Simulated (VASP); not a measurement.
# As (Im-3m) in VASP: notebook

Runs on As. Level: LDA. Tasks: relaxation of cell and atoms, single point.

All numbers are computed with VASP 6.6.1; they aren't measurements. Logs are shortened: lines on timing, memory, paths and dates and some standing lists are left out, and cuts for length are marked.

## (1) The cell of the first run

The structure is cubic, space group Im-3m (No. 229). The conventional cell has a = 3.320 Å, b = 3.320 Å, c = 3.320 Å, α = 90.00°, β = 90.00°, γ = 90.00°. Within 3.8 Å of As (site symmetry m-3m) lie 14 As at 2.88 to 3.32 Å.

## (2) Relaxation of cell and atoms, LDA

Contents of INCAR:

```
  PREC = Accurate
  ENCUT = 600
  EDIFF = 1E-6
  ISMEAR = -1
  SIGMA = 0.1
  LREAL = False
  LASPH = True
  NELM = 60
  ALGO = Normal
  ISIF = 3
  LWAVE = False
  LCHARG = False
  IBRION = 2
  NSW = 80
  EDIFFG = -0.01
```

Contents of KPOINTS:

```
Automatic mesh
0
Gamma
  13 13 13
```

Contents of POSCAR:

```
As
1.0
   -1.6601131187      1.6601131187      1.6601131187
    1.6601131187     -1.6601131187      1.6601131187
    1.6601131187      1.6601131187     -1.6601131187
As
1
Direct
    0.0000000000      0.0000000000      0.0000000000
```

Potentials or basis: VASP PAW LDA potentials, release 64 (As).

Launch:

```
> cat potpaw_LDA.64/As/POTCAR > POTCAR
> mpirun -np 1 vasp_std > vasp.out
```

OUTCAR:

```text
PREC = Accurate
   ENCUT = 600
   EDIFF = 1E-6
   ISMEAR = -1
   LREAL = False
   LASPH = True
   NELM = 60
   ISIF = 3
   IBRION = 2
   NSW = 80
   EDIFFG = -0.01

 ion  position               nearest neighbor table
   1  0.000  0.000  0.000-

  LATTYP: Found a body centered cubic cell.
 ALAT       =     3.3202262374

  Lattice vectors:

 A1 = (  -1.6601131187,   1.6601131187,   1.6601131187)
 A2 = (   1.6601131187,  -1.6601131187,   1.6601131187)
 A3 = (   1.6601131187,   1.6601131187,  -1.6601131187)

Analysis of symmetry for initial positions (statically):
=====================================================================
 Subroutine PRICEL returns:
 Original cell was already a primitive cell.

 Routine SETGRP: Setting up the symmetry group for a
 body centered cubic supercell.

 Subroutine GETGRP returns: Found 48 space group operations
 (whereof 48 operations were pure point group operations)
 out of a pool of 48 trial point group operations.

The static configuration has the point symmetry O_h .

Analysis of symmetry for dynamics (positions and initial velocities):
=====================================================================
 Subroutine PRICEL returns:
 Original cell was already a primitive cell.

 Routine SETGRP: Setting up the symmetry group for a
 body centered cubic supercell.

 Subroutine GETGRP returns: Found 48 space group operations
 (whereof 48 operations were pure point group operations)
 out of a pool of 48 trial point group operations.

The dynamic configuration has the point symmetry O_h .

 Subroutine INISYM returns: Found 48 space group operations
 (whereof 48 operations are pure point group operations),
 and found     1 'primitive' translations

----------------------------------------------------------------------------------------

                                     Primitive cell

  volume of cell :      18.3009

  direct lattice vectors                    reciprocal lattice vectors
    -1.660113119  1.660113119  1.660113119     0.000000000  0.301184295  0.301184295
     1.660113119 -1.660113119  1.660113119     0.301184295  0.000000000  0.301184295
     1.660113119  1.660113119 -1.660113119     0.301184295  0.301184295  0.000000000

  length of vectors
     2.875400268  2.875400268  2.875400268     0.425938915  0.425938915  0.425938915

  position of ions in fractional coordinates (direct lattice)
     0.000000000  0.000000000  0.000000000

  ion indices of the primitive-cell ions
[... 80 lines left out ...]
   ISIF   =      3    stress and relaxation
   ISYM   =      2    0-nonsym 1-usesym 2-fastsym
   POTIM  = 0.5000    time-step for ionic-motion
   TEBEG  =    0.0;   TEEND  =   0.0 temperature during run
   PSTRESS=    0.0 pullay stress
   NELECT =       5.0000    total number of electrons
   NUPDOWN=      -1.0000    fix difference up-down
   EMIN   =  10.00;   EMAX   =-10.00  energy-range for DOS
   EFERMI =   0.00;   METHOD = LEGACY
   ISMEAR =    -1;   SIGMA  =   0.10  broadening in eV -4-tet -1-fermi 0-gaus
   EFERMI_NEDOS =   21; number of points for ismear=-14 and -15
   IALGO  =     38    algorithm
   IMIX   =      4    mixing-type and parameters
     AMIX     =   0.40;   BMIX     =  1.00
     AMIX_MAG =   1.60;   BMIX_MAG =  1.00
  volume/ion in A,a.u.               =      18.30       123.50
  Fermi-wavevector in a.u.,A,eV,Ry     =   1.062284  2.007425 15.353447  1.128447
  Thomas-Fermi vector in A             =   2.197729
   LORBIT       =      0    0 simple, 1 ext, 2 COOP (PROOUT), +10 PAW based schemes
   GGA     = CA    functional components
   LHFCALC =     F    Hartree Fock is set to
   AEXX    =    0.0000 exact exchange contribution
   IVDW    =     0    specifies the selected vdW correction
   LEPSILON=     F    determine dielectric tensor
   LRPA    =     F    only Hartree local field effects (RPA)
 conjugate gradient relaxation of ions
 non-spin polarized calculation
  energy-cutoff  :      600.00
  volume of cell :       18.30
 maximum number of plane-waves:       625
   NGX = 11   NGY = 11   NGZ = 11

--------------------------------------- Ionic step        1  -------------------------------------------

 number of electron       5.0000001 magnetization

 Free energy of the ion-electron system (eV)
  ---------------------------------------------------
  ext. energy  EPLUGINS =         0.00000000
  ---------------------------------------------------
  free energy    TOTEN  =        -5.01372664 eV

  energy without entropy =       -4.99236479  energy(sigma->0) =       -5.00304572

------------------------ aborting loop because EDIFF is reached ----------------------------------------

  FORCE on cell =-STRESS in cart. coord.  units (eV):
  Direction    XX          YY          ZZ          XY          YZ          ZX
  --------------------------------------------------------------------------------------
  -------------------------------------------------------------------------------------
  Total       -0.2351378     -0.2351378     -0.2351378     -0.0000000      0.0000000     -0.0000000
  in kB      -20.5854346    -20.5854346    -20.5854346     -0.0000000      0.0000000     -0.0000000
  external PRESSURE =     -20.5854346 kB  Pullay stress =       0.0000000 kB
[... 57 lines left out ...]
--------------------------------------- Ionic step        3  -------------------------------------------

 number of electron       5.0000001 magnetization

 Free energy of the ion-electron system (eV)
  ---------------------------------------------------
  ext. energy  EPLUGINS =         0.00000000
  ---------------------------------------------------
  free energy    TOTEN  =        -5.01642094 eV

  energy without entropy =       -4.99578533  energy(sigma->0) =       -5.00610314

 E-fermi :   7.1276     XC(G=0): -11.1598

 val. band max:        7.1209324946   @ k =   0.3077   0.1538   0.0000
 cond. band min:       7.1691280695   @ k =   0.1538   0.0769   0.0769
 fundamental gap:      0.0481955749
 Fermi energy:         7.1276016581

 k-point     1 :       0.0000    0.0000    0.0000
  band No.  band energies     occupation
      1      -8.4067      2.00000
      2      13.5557      0.00000
      3      13.5557      0.00000
      4      13.5557      0.00000
      5      20.6279      0.00000
      6      20.6279      0.00000
[... 199 lines left out ...]
 k-point    24 :       0.2308    0.0769    0.0769
  band No.  band energies     occupation
      1      -5.6796      2.00000
      2       4.8618      2.00000
      3       8.8141      0.00000
      4      10.4439      0.00000
      5      18.3308      0.00000
      6      18.6352      0.00000

 [... further k-points ...]
[... 5 lines left out ...]
  --------------------------------------------------------------------------------------
  -------------------------------------------------------------------------------------
  Total       -0.0002752     -0.0002752     -0.0002752      0.0000000     -0.0000000     -0.0000000
  in kB       -0.0246476     -0.0246476     -0.0246476      0.0000000     -0.0000000     -0.0000000
  external PRESSURE =      -0.0246476 kB  Pullay stress =       0.0000000 kB
[... 16 lines left out ...]
  FREE ENERGIE OF THE ION-ELECTRON SYSTEM (eV)
  ---------------------------------------------------
  free  energy   TOTEN  =        -5.0164209435 eV

  energy  without entropy=       -4.9957853326  energy(sigma->0) =       -5.00610314

 reached required accuracy - stopping structural energy minimisation
```

OSZICAR:

```text
N       E                     dE             d eps       ncg     rms          rms(c)
DAV:   1     0.378978298569E+01    0.37898E+01   -0.23621E+03  1014   0.719E+02
DAV:   2    -0.489139685753E+01   -0.86812E+01   -0.82829E+01  1440   0.731E+01
DAV:   3    -0.502028420402E+01   -0.12889E+00   -0.12598E+00  1200   0.908E+00
[... 15 lines left out ...]
       N       E                     dE             d eps       ncg     rms          rms(c)
DAV:   1    -0.501734281351E+01   -0.16080E-02   -0.28287E-02  1026   0.106E+00    0.148E-01
DAV:   2    -0.501670048949E+01    0.64232E-03   -0.46215E-04  1026   0.179E-01    0.786E-02
DAV:   3    -0.501642144098E+01    0.27905E-03   -0.62200E-04  1026   0.155E-01    0.170E-02
DAV:   4    -0.501642094345E+01    0.49753E-06   -0.10517E-06  1068   0.130E-02
   3 F= -.50164209E+01 E0= -.50061031E+01  d E =-.269430E-02
```

CONTCAR:

```text
As
   1.00000000000000
    -1.6475430043113732    1.6475430043113732    1.6475430043113735
     1.6475430043113732   -1.6475430043113732    1.6475430043113735
     1.6475430043113732    1.6475430043113732   -1.6475430043113735
  As
     1
Direct
     0.0000000000000000    0.0000000000000000    0.0000000000000000

  0.00000000E+00  0.00000000E+00  0.00000000E+00
```

It took 24 s on 1 thread of AMD EPYC 7R43 (Zen 3), shared host; peak memory 0.11 GiB.

What came out:

| Quantity | Value |
| --- | --- |
| Free energy | -5.0164 eV |
| Relaxed volume | 17.89 Å³/atom |
| Relaxed cell | a = 2.854 Å, b = 2.854 Å, c = 2.854 Å, α = 109.47°, β = 109.47°, γ = 109.47° |
| Space group after relaxing (to 0.05 Å) | Im-3m (No. 229) |
| Energy gained by relaxing | 2.7 meV/atom |
| Ionic steps | 3 |
| Pressure after relaxing | 0.0 GPa |

The path:
```csv
step,energy change (eV),largest force (eV/Å),pressure (GPa),volume (Å³)
1,0.0000,0.0000,-2.06,18.30
2,-0.0020,0.0000,1.10,17.69
3,-0.0027,0.0000,0.00,17.89
```

Final structure:
```
As
1.0
    -1.64754    1.64754    1.64754
     1.64754   -1.64754    1.64754
     1.64754    1.64754   -1.64754
As
1
Direct
  0.00000 0.00000 0.00000
```

Levels at points of the mesh, in eV from the Fermi level:
```tsv
k point	band 1	band 2	band 3	band 4	band 5	band 6
(0.00, 0.00, 0.00)	-15.53	6.43	6.43	6.43	13.50	13.50
```

## (3) Single point, LDA

This run uses another cell than the first one, of 17.84 Å³/atom, 0.975 times its volume.

Contents of INCAR:

```
SYSTEM = As
PREC = Accurate
ENCUT = 520
EDIFF = 1E-6
ISMEAR = -1
SIGMA = 0.1
LREAL = .FALSE.
LASPH = .TRUE.
NELM = 100
ALGO = Normal
ISIF = 2
LWAVE = .FALSE.
LCHARG = .FALSE.
NBANDS = 8
```

Contents of KPOINTS:

```
Automatic mesh
0
G
  22 22 22
  0 0 0
```

Contents of POSCAR:

```
As
1.0
   -1.6459225556      1.6459225556      1.6459225556
    1.6459225556     -1.6459225556      1.6459225556
    1.6459225556      1.6459225556     -1.6459225556
As
1
Direct
    0.0000000000      0.0000000000      0.0000000000
```

Potentials or basis: VASP PAW LDA potentials, release 64 (As).

Launch:

```
> cat potpaw_LDA.64/As/POTCAR > POTCAR
> mpirun -np 1 vasp_std > vasp.out
```

It took 63 s on 1 thread of AMD EPYC 7R43 (Zen 3), shared host; peak memory 0.12 GiB.

The run converged. Its results:

```yaml
Free_energy: -5.0167 eV
Pressure: 0.6 GPa
```

Levels at points of the mesh, in eV from the Fermi level:
```tsv
k point	band 1	band 2	band 3	band 4	band 5	band 6
(0.00, 0.00, 0.00)	-15.63	6.39	6.39	6.39	13.45	13.45
(0.50, 0.00, 0.00)	-10.46	-6.91	2.11	4.63	8.05	8.65
(0.50, 0.50, 0.50)	-6.38	-2.35	-2.35	-2.35	3.59	3.59
```

## (4) Single point, LDA, non-collinear spin, zero start, spin-orbit coupling

This run uses another cell than the first one, of 17.84 Å³/atom, 0.975 times its volume.

Contents of INCAR:

```
ALGO = Normal
EDIFF = 1E-6
ENCUT = 520
GGA_COMPAT = False
ISIF = 2
ISMEAR = -1
LASPH = True
LCHARG = False
LORBIT = 11
LORBMOM = True
LREAL = False
LSORBIT = True
LWAVE = False
MAGMOM = 0 0 0
NBANDS = 16
NELM = 150
PREC = Accurate
SIGMA = 0.1
```

Contents of KPOINTS:

```
k-points
0
Gamma
  13 13 13
```

POSCAR is that of step 3.

Launch:

```
> cat potpaw_LDA.64/As/POTCAR > POTCAR
> mpirun -np 1 vasp_ncl > vasp.out
```

Run time: 78 s. Hardware: 1 thread of AMD EPYC 7R43 (Zen 3), shared host; peak memory 0.15 GiB.

The run converged. Its results:

```
Free energy                                           : -5.0298 eV
Pressure                                              : 0.3 GPa
Net moment                                            : 0.00 μB per cell
Valence electrons inside the program's atomic spheres : As 2.66
```

Moments on the atoms (μB; x, y, z):
```
As  0.00 0.00 0.00
```

## (5) Overview

```tsv
task	spin	cell	k mesh	cutoff (eV)	gap on the mesh (eV)	pressure (GPa)
relaxation of cell and atoms	off	relaxed from a = 2.875 Å, angles 109.5°, 1 atom	13 × 13 × 13	600	none	0.0
single point	off	a = 2.851 Å, angles 109.5°, 1 atom	22 × 22 × 22	520	none	0.6
single point	non-collinear, zero start, SOC	a = 2.851 Å, angles 109.5°, 1 atom	13 × 13 × 13	520	-	0.3
```

Alike in all rows: level LDA; potentials or basis VASP PAW LDA potentials, release 64 (As); smearing fermi-dirac 0.1 eV.

Total energies depend on the potentials used, so only differences within one code and one set of settings carry meaning.
